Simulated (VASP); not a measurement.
# Y3Si2F (P6/mmm) in VASP: further runs

Runs on Y3Si2F. Level: PBE. Tasks: single point, relaxation of cell and atoms.

All numbers are computed with VASP 6.6.1; they aren't measurements. Logs are shortened: lines on timing, memory, paths and dates and some standing lists are left out, and cuts for length are marked.

### 1 The cell of the first run

Symmetry: P6/mmm, No. 191, hexagonal system. Conventional cell: a = 6.136 Å, b = 6.136 Å, c = 3.322 Å, α = 90.00°, β = 90.00°, γ = 120.00°. Y (site symmetry mmm) has 4 Si at 2.43 Å and 4 Y at 3.07 Å within 3.2 Å. Within 3.2 Å of Si (site symmetry -6m2) lie 6 Y at 2.43 Å. Within 4.4 Å of F (site symmetry 6/mmm) lie 2 F at 3.32 Å and 12 Y at 3.49 Å and 6 Si at 3.54 Å.

### 2 Single point, PBE

File INCAR:

```
PREC     = Accurate       # precision mode
ENCUT    = 520            # plane-wave cutoff, eV
EDIFF    = 1E-6           # SCF threshold, eV
ISMEAR   = 0              # smearing method
SIGMA    = 0.1            # smearing width, eV
LREAL    = F              # projectors in reciprocal space
LASPH    = T              # aspherical terms in the spheres
NELM     = 100            # most SCF steps
ALGO     = Normal         # electronic algorithm
ISIF     = 2              # what is computed and relaxed
LWAVE    = F              # write WAVECAR
LCHARG   = T              # write CHGCAR
GGA      = PE             # functional
LELF     = T              # ELF
LVHAR    = T            
NBANDS   = 33             # bands
```

File KPOINTS:

```
regular mesh
0
Gamma
  3 3 6
```

File POSCAR:

```
Y3Si2F
1.0
    6.1364624800      0.0000000000      0.0000000000
   -3.0682312400      5.3143324000      0.0000000000
    0.0000000000      0.0000000000      3.3220697600
Y Si F
3 2 1
Direct
    0.5000000000      0.0000000000      0.5000000000
    0.5000000000      0.5000000000      0.5000000000
    0.0000000000      0.5000000000      0.5000000000
    0.3333333300      0.6666666700      0.0000000000
    0.6666666700      0.3333333300      0.0000000000
    0.0000000000      0.0000000000      0.0000000000
```

Potentials or basis: VASP PAW PBE potentials, release 64 (Y_sv, Si, F).

Launch:

```bash
> cat potpaw_PBE.64/Y_sv/POTCAR potpaw_PBE.64/Si/POTCAR potpaw_PBE.64/F/POTCAR > POTCAR
> mpirun -np 1 vasp_std > vasp.out
```

OUTCAR:

```text
PREC = Accurate
   ENCUT = 520
   EDIFF = 1E-6
   ISMEAR = 0
   LREAL = F
   LASPH = T
   NELM = 100
   ISIF = 2
   GGA = PE

 ion  position               nearest neighbor table
   1  0.500  0.000  0.500-   4 2.43   5 2.43   4 2.43   5 2.43   2 3.07   3 3.07   2 3.07   3 3.07

   2  0.500  0.500  0.500-   4 2.43   5 2.43   4 2.43   5 2.43   3 3.07   3 3.07   1 3.07   1 3.07

   3  0.000  0.500  0.500-   4 2.43   5 2.43   4 2.43   5 2.43   2 3.07   2 3.07   1 3.07   1 3.07

   4  0.333  0.667  0.000-   3 2.43   3 2.43   1 2.43   1 2.43   2 2.43   2 2.43
   5  0.667  0.333  0.000-   3 2.43   3 2.43   1 2.43   1 2.43   2 2.43   2 2.43
   6  0.000  0.000  0.000-

  LATTYP: Found a hexagonal cell.
 ALAT       =     6.1364624800
 C/A-ratio  =     0.5413656110

  Lattice vectors:

 A1 = (   6.1364624800,   0.0000000000,   0.0000000000)
 A2 = (  -3.0682312400,   5.3143324000,   0.0000000000)
 A3 = (   0.0000000000,   0.0000000000,   3.3220697600)

Analysis of symmetry for initial positions (statically):
=====================================================================
 Subroutine PRICEL returns:
 Original cell was already a primitive cell.

 Routine SETGRP: Setting up the symmetry group for a
 hexagonal supercell.

 Subroutine GETGRP returns: Found 24 space group operations
 (whereof 24 operations were pure point group operations)
 out of a pool of 24 trial point group operations.

The static configuration has the point symmetry D_6h.

Analysis of symmetry for dynamics (positions and initial velocities):
=====================================================================
 Subroutine PRICEL returns:
 Original cell was already a primitive cell.

 Routine SETGRP: Setting up the symmetry group for a
 hexagonal supercell.

 Subroutine GETGRP returns: Found 24 space group operations
 (whereof 24 operations were pure point group operations)
 out of a pool of 24 trial point group operations.

The dynamic configuration has the point symmetry D_6h.

 Subroutine INISYM returns: Found 24 space group operations
 (whereof 24 operations are pure point group operations),
 and found     1 'primitive' translations

----------------------------------------------------------------------------------------

                                     Primitive cell

  volume of cell :     108.3367

  direct lattice vectors                    reciprocal lattice vectors
     6.136462480  0.000000000  0.000000000     0.162960338  0.094085195  0.000000000
    -3.068231240  5.314332400  0.000000000     0.000000000  0.188170390  0.000000000
     0.000000000  0.000000000  3.322069760     0.000000000  0.000000000  0.301017159

  length of vectors
     6.136462480  6.136462483  3.322069760     0.188170390  0.188170390  0.301017159

  position of ions in fractional coordinates (direct lattice)
     0.500000000  0.000000000  0.500000000
     0.500000000  0.500000000  0.500000000
     0.000000000  0.500000000  0.500000000
     0.333333330  0.666666670  0.000000000
     0.666666670  0.333333330  0.000000000
     0.000000000  0.000000000  0.000000000

  ion indices of the primitive-cell ions
   primitive index   ion index
                 1           1
                 2           2
                 3           3
                 4           4
                 5           5
                 6           6

----------------------------------------------------------------------------------------

 KPOINTS: regular mesh

Automatic generation of k-mesh.
 Grid dimensions read from file:
 generate k-points for:    3    3    6

 Generating k-lattice:

  Cartesian coordinates                     Fractional coordinates (reciprocal lattice)
     0.054320113  0.031361732  0.000000000     0.333333333 -0.000000000  0.000000000
     0.000000000  0.062723463  0.000000000     0.000000000  0.333333333  0.000000000
     0.000000000  0.000000000  0.050169526     0.000000000  0.000000000  0.166666667

  Length of vectors
     0.062723463  0.062723463  0.050169526

  Shift w.r.t. Gamma in fractional coordinates (k-lattice)
     0.000000000  0.000000000  0.000000000

 Subroutine IBZKPT returns following result:
 ===========================================

 Found     12 irreducible k-points:

 Following reciprocal coordinates:
            Coordinates               Weight
  0.000000  0.000000  0.000000      1.000000
  0.333333  0.000000  0.000000      6.000000
  0.333333  0.333333  0.000000      2.000000
  0.000000  0.000000  0.166667      2.000000
  0.333333  0.000000  0.166667     12.000000
  0.333333  0.333333  0.166667      4.000000
  0.000000  0.000000  0.333333      2.000000
  0.333333  0.000000  0.333333     12.000000
  0.333333  0.333333  0.333333      4.000000
  0.000000  0.000000  0.500000      1.000000
  0.333333  0.000000  0.500000      6.000000
  0.333333  0.333333  0.500000      2.000000
   k-points           NKPTS =     12   k-points in BZ     NKDIM =     12   number of bands    NBANDS=     33
   number of dos      NEDOS =    301   number of ions     NIONS =      6
   total plane-waves  NPLWV =  64512
   dimension x,y,z NGX =    48 NGY =   48 NGZ =   28
   dimension x,y,z NGXF=    96 NGYF=   96 NGZF=   56
   ions per type =               3   2   1
   NGX,Y,Z   is equivalent  to a cutoff of  13.00, 13.00, 14.01 a.u.
   NGXF,Y,Z  is equivalent  to a cutoff of  26.01, 26.01, 28.02 a.u.
 SYSTEM =  unknown system
   PREC   = accura    normal or accurate (medium, high low for compatibility)
   ISTART =      0    job   : 0-new  1-cont  2-samecut
   ICHARG =      2    charge: 1-file 2-atom 10-const
   ISPIN  =      1    spin polarized calculation?
   LNONCOLLINEAR =      F non collinear calculations
   LSORBIT =      F    spin-orbit coupling
   LASPH  =      T    aspherical Exc in radial PAW
   ENCUT  =  520.0 eV  38.22 Ry    6.18 a.u.  11.41 11.41  6.18*2*pi/ulx,y,z
   NELM   =    100;   NELMIN=  2; NELMDL= -5     # of ELM steps
   EDIFF  = 0.1E-05   stopping-criterion for ELM
   LREAL  =      F    real-space projection
   EDIFFG = 0.1E-04   stopping-criterion for IOM
   NSW    =      0    number of steps for IOM
   IBRION =     -1    ionic relax: 0-MD 1-quasi-New 2-CG
   NFREE  =      0    steps in history (QN), initial steepest desc. (CG)
   ISIF   =      2    stress and relaxation
   ISYM   =      2    0-nonsym 1-usesym 2-fastsym
   POTIM  = 0.5000    time-step for ionic-motion
   TEBEG  =    0.0;   TEEND  =   0.0 temperature during run
   PSTRESS=    0.0 pullay stress
   NELECT =      48.0000    total number of electrons
   NUPDOWN=      -1.0000    fix difference up-down
   EMIN   =  10.00;   EMAX   =-10.00  energy-range for DOS
   EFERMI =   0.00;   METHOD = LEGACY
   ISMEAR =     0;   SIGMA  =   0.10  broadening in eV -4-tet -1-fermi 0-gaus
   EFERMI_NEDOS =   21; number of points for ismear=-14 and -15
   IALGO  =     38    algorithm
   IMIX   =      4    mixing-type and parameters
     AMIX     =   0.40;   BMIX     =  1.00
     AMIX_MAG =   1.60;   BMIX_MAG =  1.00
  volume/ion in A,a.u.               =      18.06       121.85
  Fermi-wavevector in a.u.,A,eV,Ry     =   1.248044  2.358462 21.192639  1.557615
  Thomas-Fermi vector in A             =   2.382149
   LORBIT       =      0    0 simple, 1 ext, 2 COOP (PROOUT), +10 PAW based schemes
   GGA     = PE    functional components
   LHFCALC =     F    Hartree Fock is set to
   AEXX    =    0.0000 exact exchange contribution
   IVDW    =     0    specifies the selected vdW correction
   LEPSILON=     F    determine dielectric tensor
   LRPA    =     F    only Hartree local field effects (RPA)
 non-spin polarized calculation
 Gauss-broadening in eV      SIGMA  =   0.10
  energy-cutoff  :      520.00
  volume of cell :      108.34
 maximum number of plane-waves:      2940
 NGX is ok and might be reduce to    48
   NGX = 23   NGY = 23   NGZ = 13

 number of electron      47.9999998 magnetization

 Free energy of the ion-electron system (eV)
  ---------------------------------------------------
  ext. energy  EPLUGINS =         0.00000000
  ---------------------------------------------------
  free energy    TOTEN  =       -26.66384164 eV

  energy without entropy =      -26.64996803  energy(sigma->0) =      -26.65690483

 E-fermi :   5.1002     XC(G=0): -10.3601

 val. band max:        5.0377612257   @ k =   0.3333   0.0000   0.3333
 cond. band min:       5.1689728426   @ k =   0.0000   0.0000   0.1667
 fundamental gap:      0.1312116169
 Fermi energy:         5.1001576420

 k-point     1 :       0.0000    0.0000    0.0000
  band No.  band energies     occupation
      1     -36.5495      2.00000
      2     -36.3087      2.00000
      3     -36.3087      2.00000
      4     -18.1000      2.00000
      5     -17.1360      2.00000
      6     -17.1360      2.00000
[... 25 lines left out ...]
     32       9.5910      0.00000
     33      10.4144      0.00000

 k-point     2 :       0.3333    0.0000    0.0000
  band No.  band energies     occupation
      1     -36.4998      2.00000
      2     -36.3609      2.00000
      3     -36.3089      2.00000
      4     -17.7834      2.00000
      5     -17.1071      2.00000
      6     -16.9180      2.00000
[... 25 lines left out ...]
     32       9.5054      0.00000
     33       9.6583      0.00000

 k-point     3 :       0.3333    0.3333    0.0000
  band No.  band energies     occupation
      1     -36.4310      2.00000
      2     -36.4310      2.00000
      3     -36.3091      2.00000
      4     -17.3314      2.00000
      5     -17.3314      2.00000
      6     -16.9720      2.00000
[... 25 lines left out ...]
     32       9.4007      0.00000
     33       9.6001      0.00000

 k-point     4 :       0.0000    0.0000    0.1667
  band No.  band energies     occupation
      1     -36.5302      2.00000
      2     -36.2924      2.00000
      3     -36.2924      2.00000
      4     -18.0391      2.00000
      5     -17.1081      2.00000
      6     -17.1081      2.00000
[... 241 lines left out ...]
     32       9.8867      0.00000
     33      11.0417      0.00000

 k-point    11 :       0.3333    0.0000    0.5000
  band No.  band energies     occupation
      1     -36.4246      2.00000
      2     -36.2927      2.00000
      3     -36.2434      2.00000
      4     -17.5565      2.00000
      5     -17.3748      2.00000
      6     -17.0958      2.00000
[... 25 lines left out ...]
     32       8.8478      0.00000
     33       9.7701      0.00000

 k-point    12 :       0.3333    0.3333    0.5000
  band No.  band energies     occupation
      1     -36.3592      2.00000
      2     -36.3592      2.00000
      3     -36.2435      2.00000
      4     -17.2349      2.00000
      5     -17.2349      2.00000
      6     -17.1452      2.00000
[... 25 lines left out ...]
     32       8.7869      0.00000
     33       8.8162      0.00000

------------------------ aborting loop because EDIFF is reached ----------------------------------------

  FORCE on cell =-STRESS in cart. coord.  units (eV):
  Direction    XX          YY          ZZ          XY          YZ          ZX
  --------------------------------------------------------------------------------------
  -------------------------------------------------------------------------------------
  Total       35.3719705     35.3719705     42.7061221      0.0000000      0.0000000      0.0000000
  in kB      523.1115266    523.1115272    631.5753537      0.0000000      0.0000000      0.0000000
  external PRESSURE =     559.2661359 kB  Pullay stress =       0.0000000 kB

 VOLUME and BASIS-vectors are now :
 -----------------------------------------------------------------------------
  energy-cutoff  :      520.00
  volume of cell :      108.34
      direct lattice vectors                 reciprocal lattice vectors
     6.136462480  0.000000000  0.000000000     0.162960338  0.094085195  0.000000000
    -3.068231240  5.314332400  0.000000000     0.000000000  0.188170390  0.000000000
     0.000000000  0.000000000  3.322069760     0.000000000  0.000000000  0.301017159

 POSITION                                       TOTAL-FORCE (eV/Angst)
 -----------------------------------------------------------------------------------
      3.06823      0.00000      1.66103        -0.000000      0.000000      0.000000
      1.53412      2.65717      1.66103        -0.000000      0.000000      0.000000
     -1.53412      2.65717      1.66103        -0.000000      0.000000      0.000000
     -0.00000      3.54289      0.00000        -0.000000      0.000000      0.000000
      3.06823      1.77144      0.00000         0.000000      0.000000      0.000000
      0.00000      0.00000      0.00000        -0.000000      0.000000      0.000000
 -----------------------------------------------------------------------------------
    total drift:                               -0.000000      0.000000     -0.000000

  FREE ENERGIE OF THE ION-ELECTRON SYSTEM (eV)
  ---------------------------------------------------
  free  energy   TOTEN  =       -26.6638416377 eV

  energy  without entropy=      -26.6499680271  energy(sigma->0) =      -26.65690483
```

Wall time 56 s (1 thread of Intel Xeon Platinum 8259CL at 2.50GHz (Skylake/Cascade Lake), shared host); peak memory 0.26 GiB.

What came out:

* Free energy: -26.6638 eV
* Pressure: 55.9 GPa
* Band gap on the k mesh: zero (band 24 reaches 5.85 eV, above the bottom of band 25 at 4.90 eV)

Caveat: the k points lie up to 0.39 Å⁻¹ apart.

(Continued in part 2 of 2.)
